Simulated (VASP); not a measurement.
**BN (Qingsongite): single point with LDA**

BN (Qingsongite):

```
CELL_PARAMETERS angstrom
0.00000 1.78307 1.78307
1.78307 0.00000 1.78307
1.78307 1.78307 0.00000
ATOMIC_POSITIONS crystal
B 0.00000 0.00000 0.00000
N 0.25000 0.25000 0.25000
```

```
Program                : VASP 6.6.1
Task                   : single point
Functional             : LDA
Potentials or basis    : VASP PAW LDA potentials, release 64 (B, N)
Cutoff                 : 520 eV
k mesh                 : 8 × 8 × 8
Occupations            : gaussian, width 0.01 eV
Spin                   : no spin polarisation
Dipole correction      : no
Further INCAR settings : ALGO = Normal; EDIFF = 1e-06; NBANDS = 11
```

- Pressure: 6.0 GPa
- Band gap on the k mesh: 4.39 eV, indirect (least direct gap 8.88 eV)

Levels at points of the mesh, in eV from the valence-band top:
```
           k point  band 1  band 2  band 3  band 4  band 5  band 6  band 7  band 8  band 9
(0.00, 0.00, 0.00)  -20.54    0.00    0.00    0.00    8.88    8.88    8.88   11.11   25.27
(0.50, 0.00, 0.00)  -16.06  -11.09   -2.03   -2.03   10.75   10.79   10.79   15.43   23.68
(0.50, 0.50, 0.00)  -14.63   -9.15   -5.13   -5.13    4.39    9.37   18.33   18.33   21.22
```

Run time: 2.3 s on 1 thread of Intel(R) Xeon(R) 6975P-C (Granite Rapids), on a shared host, peak memory 0.11 GiB.

A k mesh can miss the band edges.
